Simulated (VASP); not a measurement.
Wanted: the native input for a VASP 6.6.1 run.

```yaml
Task: single point
Functional: PBE
Dispersion: D3(BJ)
Potentials_or_basis: VASP PAW PBE potentials, release 64 (Si, Ga_d)
Cutoff: 520 eV
k_mesh: 2 × 2 × 2
Occupations: gaussian, width 0.05 eV
Spin: collinear spin, zero start
Starting_moments: "[0.0, 0.0, 0.0, 0.0, 0.0, 0.0, 0.0, 0.0, 0.0, 0.0, 0.0, 0.0, 0.0, 0.0, 0.0, 0.0, 0.0] μB"
Dipole_correction: no
Further_INCAR_settings: LREAL = Auto; ALGO = Normal; EDIFF = 1e-06; NBANDS = 56
```

The structure of GaSi16 (a cell with a defect) lies in POSCAR:

```
GaSi16
1.0
    0.0000000000      5.4300000000      5.4300000000
    5.4300000000      0.0000000000      5.4300000000
    5.4300000000      5.4300000000      0.0000000000
Si Ga
16 1
Direct
    0.0011644567      0.0012858195     -0.0036147330
    0.1220034991      0.1222239411      0.1280567219
    0.0011853591      0.0012916206      0.5015035912
    0.1248677716      0.1249863720      0.6252780847
   -0.0140008287      0.5046360037      0.0048647330
    0.1220470534      0.6278365562      0.1280693370
    0.0011817680      0.4961211786      0.5015152855
    0.1219741252      0.6278321363      0.6224700737
    0.5044074586     -0.0136021179      0.0047872007
    0.6277158379      0.1222239411      0.1280567219
    0.4960194291      0.0012916206      0.5015035912
    0.6277130755      0.1221497238      0.6224241252
    0.5045000921      0.5046360037      0.0048647330
    0.6247108656      0.6251090239      0.1254692449
    0.5043646409      0.5045169429      0.4867537753
    0.6277236648      0.6278321363      0.6224700737
    0.3746988029      0.3751450276      0.8754573665
```

These files were run (other wordings do the same):

INCAR

```
SYSTEM = GaSi16
ALGO = Normal ; EDIFF = 1E-6
ENCUT = 520 ; GGA = PE
ISIF = 2 ; ISMEAR = 0
ISPIN = 2 ; IVDW = 12
LASPH = .TRUE. ; LCHARG = .FALSE.
LORBIT = 11 ; LREAL = Auto
LWAVE = .FALSE. ; MAGMOM = 0 0 0 0 0 0 0 0 0 0 0 0 0 0 0 0 0
NBANDS = 56 ; NELM = 150
PREC = Accurate ; SIGMA = 0.05
```

KPOINTS

```
k-points
0
G
  2 2 2
  0 0 0
```

Potentials or basis: VASP PAW PBE potentials, release 64 (Si, Ga_d).

Launch:

```bash
$ cat potpaw_PBE.64/Si/POTCAR potpaw_PBE.64/Ga_d/POTCAR > POTCAR
$ mpirun -np 1 vasp_std > vasp.out
```

It gave:

```yaml
Pressure: 3.3 GPa
Largest_force: 0.006 eV/Å
Net_moment: 0.00 μB per cell
Valence_electrons_inside_the_program's_atomic_spheres: Si 1.70, 1.68, 1.71, 1.76; Ga 11.86
Dispersion_energy_per_atom: -0.331 eV
```

Caveat: the k points lie up to 0.50 Å⁻¹ apart.

It took 9 min on 1 thread of Intel(R) Xeon(R) 6975P-C (Granite Rapids) (shared host), peak memory 0.69 GiB.
